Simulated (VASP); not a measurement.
Input of a VASP 6.6.1 run:

File INCAR:

```
ALGO     = Normal         # electronic algorithm
EDIFF    = 1E-6           # SCF threshold, eV
ENCUT    = 520            # plane-wave cutoff, eV
GGA      = PE             # functional
ISIF     = 2              # what is computed and relaxed
ISMEAR   = 0              # smearing method
IVDW     = 12             # dispersion correction
LASPH    = True           # aspherical terms in the spheres
LCHARG   = True           # write CHGCAR
LELF     = True           # ELF
LREAL    = False          # projectors in reciprocal space
LVHAR    = True         
LWAVE    = False          # write WAVECAR
NBANDS   = 16             # bands
NELM     = 80             # most SCF steps
PREC     = Accurate       # precision mode
SIGMA    = 0.1            # smearing width, eV
```

The input KPOINTS:

```
k-points
0
Gamma
  6 6 6
```

Contents of POSCAR:

```
Al2Au
1.0
    0.0000000000      3.0023346600      3.0023346600
    3.0023346600      0.0000000000      3.0023346600
    3.0023346600      3.0023346600      0.0000000000
Al Au
2 1
Direct
    0.2500000000      0.2500000000      0.2500000000
    0.7500000000      0.7500000000      0.7500000000
    0.0000000000      0.0000000000      0.0000000000
```

Potentials or basis: VASP PAW PBE potentials, release 64 (Al, Au).

Command:

```sh
$ cat potpaw_PBE.64/Al/POTCAR potpaw_PBE.64/Au/POTCAR > POTCAR
$ mpirun -np 1 vasp_std > vasp.out
```

Predict the dispersion energy per atom.

-0.401 eV.

Predict the pressure.

-0.9 GPa.

Caveat: pairwise dispersion overbinds metals, which lowers pressure and volume.
